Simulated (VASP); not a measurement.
Wanted: the native input for a VASP 6.6.1 run.

```yaml
Task: single point
Functional: PBE
Potentials_or_basis: VASP PAW PBE potentials, release 64 (Te, F, Na_pv)
Cutoff: 520 eV
k_mesh: 6 × 6 × 6
Occupations: gaussian, width 0.02 eV
Spin: no spin polarisation
Dipole_correction: no
Further_INCAR_settings: ALGO = Normal; EDIFF = 1e-06; NBANDS = 25
```

The structure of Na3TeF lies in POSCAR:

```
Na3TeF
1.0
    4.7796000000      0.0000000000      0.0000000000
    0.0000000000      4.7796000000      0.0000000000
    0.0000000000      0.0000000000      4.7796000000
Te F Na
1 1 3
Direct
    0.0000000000      0.0000000000      0.0000000000
    0.5000000000      0.5000000000      0.5000000000
    0.5000000000      0.5000000000      0.0000000000
    0.5000000000      0.0000000000      0.5000000000
    0.0000000000      0.5000000000      0.5000000000
```

This cell differs from its parent crystal: volume scaled by 1.046 of the coarse rest volume.

The input as run:

INCAR

```
SYSTEM = Na3TeF
PREC     = Accurate       ! precision mode
ENCUT    = 520            ! plane-wave cutoff, eV
EDIFF    = 1E-6           ! SCF threshold, eV
ISMEAR   = 0              ! smearing method
SIGMA    = 0.02           ! smearing width, eV
LREAL    = .FALSE.        ! projectors in reciprocal space
LASPH    = .TRUE.         ! aspherical terms in the spheres
NELM     = 100            ! most SCF steps
ALGO     = Normal         ! electronic algorithm
ISIF     = 2              ! what is computed and relaxed
LWAVE    = .FALSE.        ! write WAVECAR
LCHARG   = .FALSE.        ! write CHGCAR
GGA      = PE             ! functional
NBANDS   = 25             ! bands
```

KPOINTS

```
regular mesh
0
G
  6 6 6
  0 0 0
```

Potentials or basis: VASP PAW PBE potentials, release 64 (Te, F, Na_pv).

Launch:

```sh
$ cat potpaw_PBE.64/Te/POTCAR potpaw_PBE.64/F/POTCAR potpaw_PBE.64/Na_pv/POTCAR > POTCAR
$ mpirun -np 1 vasp_std > vasp.out
```

Results of the run:

```json
{
  "Pressure": "-0.9 GPa",
  "Band gap on the k mesh": "1.98 eV, indirect (least direct gap 2.23 eV)"
}
```

Caveat: spin-orbit coupling is left out, which moves the levels of the heavy elements.

It took 89 s on 1 thread of AMD EPYC 7571 (shared host), peak memory 0.2 GiB.
